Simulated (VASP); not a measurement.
# Na (Im-3m) in VASP: notebook

Na is run at these levels: r2SCAN; tasks: single point.

All numbers are computed with VASP 6.6.1; they aren't measurements. Logs are shortened: lines on timing, memory, paths and dates and some standing lists are left out, and cuts for length are marked.

**1. The cell of the first run**

It takes space group Im-3m (No. 229, cubic). The conventional cell has a = 4.212 Å, b = 4.212 Å, c = 4.212 Å, α = 90.00°, β = 90.00°, γ = 90.00°. Na (site symmetry m-3m) has 14 Na at 3.65 to 4.21 Å within 4.8 Å.

**2. Single point, r2SCAN**

POSCAR reads:

```
Na
1.0
   -2.1060676295      2.1060676295      2.1060676295
    2.1060676295     -2.1060676295      2.1060676295
    2.1060676295      2.1060676295     -2.1060676295
Na
1
Direct
    0.0000000000      0.0000000000      0.0000000000
```

INCAR.step1 reads:

```
ALGO = Normal
EDIFF = 1E-4
ENCUT = 520
GGA = PE
ISMEAR = -1
LASPH = True
LCHARG = False
LREAL = False
LWAVE = True
NBANDS = 10
NELM = 80
PREC = Accurate
SIGMA = 0.1
```

INCAR.step2 reads:

```
ALGO = Normal
EDIFF = 1E-6
ENCUT = 520
ISIF = 2
ISMEAR = -1
ISTART = 1
LASPH = True
LCHARG = False
LMIXTAU = True
LREAL = False
LWAVE = False
METAGGA = R2SCAN
NBANDS = 10
NELM = 80
PREC = Accurate
SIGMA = 0.1
```

KPOINTS reads:

```
k-points
0
Gamma
  12 12 12
```

Potentials or basis: VASP PAW PBE potentials, release 64 (Na_pv).

Launch:

```sh
$ cat potpaw_PBE.64/Na_pv/POTCAR > POTCAR
$ cp INCAR.step1 INCAR
$ mpirun -np 1 vasp_std > vasp.out
$ cp INCAR.step2 INCAR
$ mpirun -np 1 vasp_std > vasp.out
```

OUTCAR:

```text
EDIFF = 1E-6
   ENCUT = 520
   ISIF = 2
   ISMEAR = -1
   ISTART = 1
   LASPH = True
   LREAL = False
   METAGGA = R2SCAN
   NELM = 80
   PREC = Accurate

 ion  position               nearest neighbor table
   1  0.000  0.000  0.000-

  LATTYP: Found a body centered cubic cell.
 ALAT       =     4.2121352590

  Lattice vectors:

 A1 = (  -2.1060676295,   2.1060676295,   2.1060676295)
 A2 = (   2.1060676295,  -2.1060676295,   2.1060676295)
 A3 = (   2.1060676295,   2.1060676295,  -2.1060676295)

Analysis of symmetry for initial positions (statically):
=====================================================================
 Subroutine PRICEL returns:
 Original cell was already a primitive cell.

 Routine SETGRP: Setting up the symmetry group for a
 body centered cubic supercell.

 Subroutine GETGRP returns: Found 48 space group operations
 (whereof 48 operations were pure point group operations)
 out of a pool of 48 trial point group operations.

The static configuration has the point symmetry O_h .

Analysis of symmetry for dynamics (positions and initial velocities):
=====================================================================
 Subroutine PRICEL returns:
 Original cell was already a primitive cell.

 Routine SETGRP: Setting up the symmetry group for a
 body centered cubic supercell.

 Subroutine GETGRP returns: Found 48 space group operations
 (whereof 48 operations were pure point group operations)
 out of a pool of 48 trial point group operations.

The dynamic configuration has the point symmetry O_h .

 Subroutine INISYM returns: Found 48 space group operations
 (whereof 48 operations are pure point group operations),
 and found     1 'primitive' translations

----------------------------------------------------------------------------------------

                                     Primitive cell

  volume of cell :      37.3660

  direct lattice vectors                    reciprocal lattice vectors
    -2.106067630  2.106067630  2.106067630     0.000000000  0.237409280  0.237409280
     2.106067630 -2.106067630  2.106067630     0.237409280  0.000000000  0.237409280
     2.106067630  2.106067630 -2.106067630     0.237409280  0.237409280  0.000000000

  length of vectors
     3.647816138  3.647816138  3.647816138     0.335747424  0.335747424  0.335747424

  position of ions in fractional coordinates (direct lattice)
     0.000000000  0.000000000  0.000000000

  ion indices of the primitive-cell ions
   primitive index   ion index
                 1           1

----------------------------------------------------------------------------------------

 KPOINTS: k-points

Automatic generation of k-mesh.
 Grid dimensions read from file:
 generate k-points for:   12   12   12

 Generating k-lattice:

  Cartesian coordinates                     Fractional coordinates (reciprocal lattice)
     0.000000000  0.019784107  0.019784107     0.083333333  0.000000000  0.000000000
     0.019784107  0.000000000  0.019784107     0.000000000  0.083333333  0.000000000
     0.019784107  0.019784107  0.000000000     0.000000000  0.000000000  0.083333333

  Length of vectors
     0.027978952  0.027978952  0.027978952

  Shift w.r.t. Gamma in fractional coordinates (k-lattice)
     0.000000000  0.000000000  0.000000000

 Subroutine IBZKPT returns following result:
 ===========================================

 Found     72 irreducible k-points:

 Following reciprocal coordinates:
            Coordinates               Weight
  0.000000  0.000000  0.000000      1.000000
  0.083333  0.000000  0.000000     12.000000
  0.166667  0.000000  0.000000     12.000000
  0.250000  0.000000  0.000000     12.000000
  0.333333  0.000000  0.000000     12.000000
  0.416667  0.000000  0.000000     12.000000
[... 16 lines left out ...]
  0.333333  0.083333  0.083333     24.000000
  0.416667  0.083333  0.083333     12.000000
 [... further k-points ...]
   k-points           NKPTS =     72   k-points in BZ     NKDIM =     72   number of bands    NBANDS=     10
   number of dos      NEDOS =    301   number of ions     NIONS =      1
   total plane-waves  NPLWV =  21952
   dimension x,y,z NGX =    28 NGY =   28 NGZ =   28
   dimension x,y,z NGXF=    56 NGYF=   56 NGZF=   56
   ions per type =               1
   NGX,Y,Z   is equivalent  to a cutoff of  12.76, 12.76, 12.76 a.u.
   NGXF,Y,Z  is equivalent  to a cutoff of  25.52, 25.52, 25.52 a.u.
 SYSTEM =  unknown system
   PREC   = accura    normal or accurate (medium, high low for compatibility)
   ISTART =      1    job   : 0-new  1-cont  2-samecut
   ICHARG =      0    charge: 1-file 2-atom 10-const
   ISPIN  =      1    spin polarized calculation?
   LNONCOLLINEAR =      F non collinear calculations
   LSORBIT =      F    spin-orbit coupling
   LASPH  =      T    aspherical Exc in radial PAW
   ENCUT  =  520.0 eV  38.22 Ry    6.18 a.u.   6.78  6.78  6.78*2*pi/ulx,y,z
   NELM   =     80;   NELMIN=  2; NELMDL=  0     # of ELM steps
   EDIFF  = 0.1E-05   stopping-criterion for ELM
   LREAL  =      F    real-space projection
   EDIFFG = 0.1E-04   stopping-criterion for IOM
   NSW    =      0    number of steps for IOM
   IBRION =     -1    ionic relax: 0-MD 1-quasi-New 2-CG
   NFREE  =      0    steps in history (QN), initial steepest desc. (CG)
   ISIF   =      2    stress and relaxation
   ISYM   =      2    0-nonsym 1-usesym 2-fastsym
   POTIM  = 0.5000    time-step for ionic-motion
   TEBEG  =    0.0;   TEEND  =   0.0 temperature during run
   PSTRESS=    0.0 pullay stress
   NELECT =       7.0000    total number of electrons
   NUPDOWN=      -1.0000    fix difference up-down
   EMIN   =  10.00;   EMAX   =-10.00  energy-range for DOS
   EFERMI =   0.00;   METHOD = LEGACY
   ISMEAR =    -1;   SIGMA  =   0.10  broadening in eV -4-tet -1-fermi 0-gaus
   EFERMI_NEDOS =   21; number of points for ismear=-14 and -15
   IALGO  =     38    algorithm
   IMIX   =      4    mixing-type and parameters
     AMIX     =   0.40;   BMIX     =  1.00
     AMIX_MAG =   1.60;   BMIX_MAG =  1.00
  volume/ion in A,a.u.               =      37.37       252.16
  Fermi-wavevector in a.u.,A,eV,Ry     =   0.936732  1.770166 11.938653  0.877466
  Thomas-Fermi vector in A             =   2.063771
   LORBIT       =      0    0 simple, 1 ext, 2 COOP (PROOUT), +10 PAW based schemes
   METAGGA = R2SCAN    functional components
   LHFCALC =     F    Hartree Fock is set to
   AEXX    =    0.0000 exact exchange contribution
   IVDW    =     0    specifies the selected vdW correction
   LEPSILON=     F    determine dielectric tensor
   LRPA    =     F    only Hartree local field effects (RPA)
 non-spin polarized calculation
  energy-cutoff  :      520.00
  volume of cell :       37.37
 maximum number of plane-waves:      1048
   NGX = 13   NGY = 13   NGZ = 13

 number of electron       7.0000008 magnetization

 Free energy of the ion-electron system (eV)
  ---------------------------------------------------
  ext. energy  EPLUGINS =         0.00000000
  ---------------------------------------------------
  free energy    TOTEN  =        -3.56032116 eV

  energy without entropy =       -3.54386753  energy(sigma->0) =       -3.55209435

 E-fermi :   0.2994     XC(G=0):  -6.8967

 val. band max:        0.2514699261   @ k =  -0.3333   0.4167   0.1667
 cond. band min:       0.3652429081   @ k =   0.3333   0.1667   0.0000
 fundamental gap:      0.1137729820
 Fermi energy:         0.2994420405

 k-point     1 :       0.0000    0.0000    0.0000
  band No.  band energies     occupation
      1     -25.6924      2.00000
      2     -25.6924      2.00000
      3     -25.6921      2.00000
      4      -3.1471      2.00000
      5      12.6913      0.00000
      6      12.6919      0.00000
      7      12.6919      0.00000
      8      13.8991      0.00000
      9      13.8991      0.00000
     10      14.5098      0.00000

 k-point     2 :       0.0833    0.0000    0.0000
  band No.  band energies     occupation
      1     -25.6946      2.00000
      2     -25.6931      2.00000
      3     -25.6924      2.00000
      4      -3.0172      2.00000
      5      11.2030      0.00000
      6      11.9504      0.00000
      7      12.3283      0.00000
      8      13.0158      0.00000
      9      13.2766      0.00000
     10      15.0442      0.00000

 k-point     3 :       0.1667    0.0000    0.0000
  band No.  band energies     occupation
      1     -25.7011      2.00000
      2     -25.6953      2.00000
      3     -25.6924      2.00000
      4      -2.6292      2.00000
      5       8.9145      0.00000
      6      10.9212      0.00000
      7      11.6784      0.00000
      8      12.0506      0.00000
      9      12.9776      0.00000
     10      15.1892      0.00000

 k-point     4 :       0.2500    0.0000    0.0000
  band No.  band energies     occupation
      1     -25.7099      2.00000
      2     -25.6982      2.00000
      3     -25.6924      2.00000
      4      -1.9888      2.00000
      5       6.7502      0.00000
      6      10.0710      0.00000
      7      11.0913      0.00000
      8      11.2876      0.00000
      9      12.4995      0.00000
     10      15.6385      0.00000
[... 222 lines left out ...]
 k-point    22 :       0.2500    0.0833    0.0833
  band No.  band energies     occupation
      1     -25.7190      2.00000
      2     -25.7012      2.00000
      3     -25.6945      2.00000
      4      -0.8563      1.99998
      5       4.9609      0.00000
      6       7.3885      0.00000
      7       8.8640      0.00000
      8      13.2792      0.00000
      9      14.0645      0.00000
     10      16.6349      0.00000

 k-point    23 :       0.3333    0.0833    0.0833
  band No.  band energies     occupation
      1     -25.7234      2.00000
      2     -25.7042      2.00000
      3     -25.6946      2.00000
      4       0.2439      1.27069
      5       3.2296      0.00000
      6       7.0302      0.00000
      7       8.5092      0.00000
      8      12.9507      0.00000
      9      13.8648      0.00000
     10      17.2988      0.00000

 k-point    24 :       0.4167    0.0833    0.0833
  band No.  band energies     occupation
      1     -25.7249      2.00000
      2     -25.7054      2.00000
      3     -25.6946      2.00000
      4       1.2804      0.00011
      5       1.9812      0.00000
      6       6.9108      0.00000
      7       8.3908      0.00000
      8      12.8395      0.00000
      9      13.7867      0.00000
     10      17.6799      0.00000

 [... further k-points ...]

------------------------ aborting loop because EDIFF is reached ----------------------------------------

  FORCE on cell =-STRESS in cart. coord.  units (eV):
  Direction    XX          YY          ZZ          XY          YZ          ZX
  --------------------------------------------------------------------------------------
  -------------------------------------------------------------------------------------
  Total        0.0408660      0.0408660      0.0408660      0.0000000     -0.0000000      0.0000000
  in kB        1.7522486      1.7522486      1.7522486      0.0000000     -0.0000000      0.0000000
  external PRESSURE =       1.7522486 kB  Pullay stress =       0.0000000 kB

 VOLUME and BASIS-vectors are now :
 -----------------------------------------------------------------------------
  energy-cutoff  :      520.00
  volume of cell :       37.37
      direct lattice vectors                 reciprocal lattice vectors
    -2.106067630  2.106067630  2.106067630     0.000000000  0.237409280  0.237409280
     2.106067630 -2.106067630  2.106067630     0.237409280  0.000000000  0.237409280
     2.106067630  2.106067630 -2.106067630     0.237409280  0.237409280  0.000000000

 POSITION                                       TOTAL-FORCE (eV/Angst)
 -----------------------------------------------------------------------------------
      0.00000      0.00000      0.00000        -0.000000     -0.000000     -0.000000
 -----------------------------------------------------------------------------------
    total drift:                               -0.000000     -0.000000     -0.000000

  FREE ENERGIE OF THE ION-ELECTRON SYSTEM (eV)
  ---------------------------------------------------
  free  energy   TOTEN  =        -3.5603211639 eV

  energy  without entropy=       -3.5438675302  energy(sigma->0) =       -3.55209435
```

Wall time 38 s (1 thread of Intel Xeon 6975P-C (Granite Rapids), shared host); peak memory 0.16 GiB.

What came out:

```yaml
Free_energy: -3.5603 eV
Pressure: 0.2 GPa
Band_gap_on_the_k_mesh: zero (an odd number of electrons rules out a gap without spin polarisation)
```

Levels at points of the mesh, in eV from the Fermi level:
| k point | band 1 | band 2 | band 3 | band 4 | band 5 | band 6 | band 7 | band 8 |
| --- | --- | --- | --- | --- | --- | --- | --- | --- |
| (0.00, 0.00, 0.00) | -25.99 | -25.99 | -25.99 | -3.45 | 12.39 | 12.39 | 12.39 | 13.60 |
| (0.50, 0.00, 0.00) | -26.03 | -26.00 | -25.99 | 0.75 | 1.45 | 8.66 | 10.00 | 10.01 |
| (0.50, 0.50, 0.50) | -26.02 | -26.02 | -26.02 | 4.71 | 4.71 | 5.30 | 5.30 | 5.30 |

Caveat: the PAW data sets were made with another functional, which shifts forces and pressure a little.

**3. Single point, r2SCAN**

POSCAR is that of step 2.

INCAR.step1 reads:

```
SYSTEM = Na
PREC = Accurate
ENCUT = 520
ISMEAR = -1
SIGMA = 0.1
LREAL = .False.
LASPH = .True.
NELM = 60
NBANDS = 10
GGA = PE
ALGO = Normal
EDIFF = 1E-4
LWAVE = .True.
LCHARG = .False.
```

INCAR.step2 reads:

```
SYSTEM = Na
PREC = Accurate
ENCUT = 520
EDIFF = 1E-7
ISMEAR = -1
SIGMA = 0.1
LREAL = .False.
LASPH = .True.
NELM = 60
ALGO = Normal
ISIF = 2
LWAVE = .False.
LCHARG = .False.
METAGGA = R2SCAN
LMIXTAU = .True.
NBANDS = 10
ISTART = 1
```

KPOINTS reads:

```
Automatic mesh
0
Gamma
  12 12 12
  0 0 0
```

Potentials or basis: VASP PAW PBE potentials, release 64 (Na_pv).

Launch:

```sh
$ cat potpaw_PBE.64/Na_pv/POTCAR > POTCAR
$ cp INCAR.step1 INCAR
$ mpirun -np 1 vasp_std > vasp.out
$ cp INCAR.step2 INCAR
$ mpirun -np 1 vasp_std > vasp.out
```

Wall time 48 s (1 thread of Intel Xeon 6975P-C (Granite Rapids), shared host); peak memory 0.16 GiB.

Results (log left out):

```
Free energy            : -3.5603 eV
Pressure               : 0.2 GPa
Band gap on the k mesh : zero (an odd number of electrons rules out a gap without spin polarisation)
```

Levels at points of the mesh, in eV from the Fermi level:
```
           k point  band 1  band 2  band 3  band 4  band 5  band 6
(0.00, 0.00, 0.00)  -25.99  -25.99  -25.99   -3.45   12.39   12.39
(0.50, 0.00, 0.00)  -26.03  -26.00  -25.99    0.75    1.45    8.66
(0.50, 0.50, 0.50)  -26.02  -26.02  -26.02    4.71    4.71    5.30
```

Caveat: the PAW data sets were made with another functional, which shifts forces and pressure a little.

**4. Single point, r2SCAN**

This run uses another cell than the first one, of 38.48 Å³/atom.

POSCAR reads:

```
Na
1.0
   -2.1267166681      2.1267166681      2.1267166681
    2.1267166681     -2.1267166681      2.1267166681
    2.1267166681      2.1267166681     -2.1267166681
Na
1
Direct
    0.0000000000      0.0000000000      0.0000000000
```

Edit INCAR.step1 of step 3 so:

```diff
@@ -7,3 +7,3 @@
 LASPH = .True.
-NELM = 60
+NELM = 80
 NBANDS = 10
```

Edit INCAR.step2 of step 3 so:

```diff
@@ -3,3 +3,3 @@
 ENCUT = 520
-EDIFF = 1E-7
+EDIFF = 1E-6
 ISMEAR = -1
@@ -8,3 +8,3 @@
 LASPH = .True.
-NELM = 60
+NELM = 80
 ALGO = Normal
```

KPOINTS is that of step 3.

Launch:

```sh
$ cat potpaw_PBE.64/Na_pv/POTCAR > POTCAR
$ cp INCAR.step1 INCAR
$ mpirun -np 1 vasp_std > vasp.out
$ cp INCAR.step2 INCAR
$ mpirun -np 1 vasp_std > vasp.out
```

Wall time 37 s (1 thread of Intel Xeon 6975P-C (Granite Rapids), shared host); peak memory 0.16 GiB.

It converged, with:

| Quantity | Value |
| --- | --- |
| Free energy | -3.5605 eV |
| Pressure | -0.1 GPa |
| Band gap on the k mesh | zero (an odd number of electrons rules out a gap without spin polarisation) |

Levels at points of the mesh, in eV from the Fermi level:
```csv
k point,band 1,band 2,band 3,band 4,band 5,band 6,band 7,band 8
"(0.00, 0.00, 0.00)",-26.02,-26.02,-26.02,-3.39,12.20,12.20,12.20,13.39
"(0.50, 0.00, 0.00)",-26.05,-26.03,-26.02,0.74,1.42,8.54,9.79,9.83
"(0.50, 0.50, 0.50)",-26.04,-26.04,-26.04,4.67,4.67,5.19,5.19,5.19
```

Caveat: the PAW data sets were made with another functional, which shifts forces and pressure a little.

The gap in the log of VASP goes by the Fermi energy; the results here count the filled bands.